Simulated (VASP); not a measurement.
## PIr2: electric field gradients with LDA

The system is PIr2.

```
P Ir
1.0
     0.00000    2.76750    2.76750
     2.76750    0.00000    2.76750
     2.76750    2.76750    0.00000
P Ir
1 2
Direct
  0.00000 0.00000 0.00000
  0.25000 0.25000 0.25000
  0.75000 0.75000 0.75000
```

```yaml
Program: VASP 6.6.1
Task: electric field gradients
Functional: LDA
Potentials_or_basis: VASP PAW LDA potentials, release 64 (P, Ir_sv_GW)
Cutoff: 420 eV
k_mesh: 11 × 11 × 11
Occupations: fermi-dirac, width 0.05 eV
Spin: no spin polarisation
Dipole_correction: no
Second_run: valence_matched
Further_INCAR_settings: ALGO = Normal; EDIFF = 1e-08; NBANDS = 26
```

The pressure is -5.4 GPa.

Levels at points of the mesh, in eV from the Fermi level:
| k point | band 17 | band 18 | band 19 | band 20 | band 21 | band 22 | band 23 | band 24 |
| --- | --- | --- | --- | --- | --- | --- | --- | --- |
| (0.00, 0.00, 0.00) | -0.61 | 0.30 | 1.54 | 1.54 | 4.33 | 4.33 | 4.33 | 4.97 |

It took 25 s on 1 thread of Intel(R) Xeon(R) 6975P-C (Granite Rapids), on a shared host, peak memory 0.16 GiB.

Caveat: without QUAD_EFG the Cq values of the log hold for a quadrupole moment of 1 mb, not for the nuclei; spin-orbit coupling is left out, which moves the levels of the heavy elements.
